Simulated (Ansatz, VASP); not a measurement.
## One calculation of Ti3O4, two programs

The input INCAR:

```
SYSTEM = Ti3O4
PREC     = Accurate       ! precision mode
ENCUT    = 520            ! plane-wave cutoff, eV
EDIFF    = 1E-7           ! SCF threshold, eV
ISMEAR   = 0              ! smearing method
SIGMA    = 0.15           ! smearing width, eV
LREAL    = .FALSE.        ! projectors in reciprocal space
LASPH    = .TRUE.         ! aspherical terms in the spheres
NELM     = 100            ! most SCF steps
ALGO     = Normal         ! electronic algorithm
ISIF     = 2              ! what is computed and relaxed
LWAVE    = .FALSE.        ! write WAVECAR
LCHARG   = .FALSE.        ! write CHGCAR
GGA      = PS             ! functional
NBANDS   = 39             ! bands
```

KPOINTS

```
Automatic mesh
0
G
  8 8 14
  0 0 0
```

POSCAR

```
Ti3O4
1.0
    2.9128162286     -4.0303540220      0.0000000000
    2.9128162286      4.0303540220      0.0000000000
    0.0000000000      0.0000000000      2.9690273773
Ti O
3 4
Direct
    0.0000000000      0.0000000000      0.5000000000
    0.5000000000      0.0000000000      0.0000000000
    0.0000000000      0.5000000000      0.0000000000
    0.7627833111      0.7627833111      0.0126303989
    0.2588765548      0.7411234452      0.5126303989
    0.2372166889      0.2372166889      0.0126303989
    0.7411234452      0.2588765548      0.5126303989
```

Input for Ansatz:

```yaml
crystal:
  lattice:
    - [2.9128162286, -4.030354022, 0.0]
    - [2.9128162286, 4.030354022, 0.0]
    - [0.0, 0.0, 2.9690273773]
  atoms:
    - { symbol: Ti, position: [0.0, 0.0, 0.5] }
    - { symbol: Ti, position: [0.5, 0.0, 0.0] }
    - { symbol: Ti, position: [0.0, 0.5, 0.0] }
    - { symbol: O, position: [0.7627833111, 0.7627833111, 0.0126303989] }
    - { symbol: O, position: [0.2588765548, 0.7411234452, 0.5126303989] }
    - { symbol: O, position: [0.2372166889, 0.2372166889, 0.0126303989] }
    - { symbol: O, position: [0.7411234452, 0.2588765548, 0.5126303989] }
basis:
  ecutwfc: 420
kpoints:
  mp_grid: { grid: [8, 8, 14] }
hamiltonian:
  xc: pbesol
scf:
  occupations: { method: gaussian, width: 0.15 }
output:
  forces: true
  stress: true
  eigenvalues: true
```

Change from the starting cell: all O atoms moved +0.037 Å, as atom 4 along Cartesian [0 0 1].

Alike in both runs: task single point; functional PBEsol; k mesh 8 × 8 × 14; occupations gaussian, width 0.15 eV; no spin polarisation.

|  | VASP | Ansatz |
| --- | --- | --- |
| version | VASP 6.6.1 | Ansatz 0.2.0 |
| potentials or method | VASP PAW PBE potentials, release 64 (Ti_sv, O), cutoff 520 eV | scalar-relativistic, plane waves, PAW |
| valence electrons in the cell | 60 | 60 |

|  | VASP | Ansatz | Ansatz less VASP |
| --- | --- | --- | --- |
| gap on the k mesh at the Fermi level (eV) | none | none | - |
| pressure (GPa) | 1.0 | 0.2 | -0.75 |
| traceless stress, the component that is largest in VASP (GPa) | 0.45 | 0.43 | -0.023 |
| rms of the force components (eV/Å) | 0.223 | 0.220 | -0.0032 |

VASP's potentials were made for PBE, not for PBEsol. Atom by atom the forces differ by 0.012 eV/Å (rms over components). A gap of «none» marks a metal or a gap that the smearing closes.
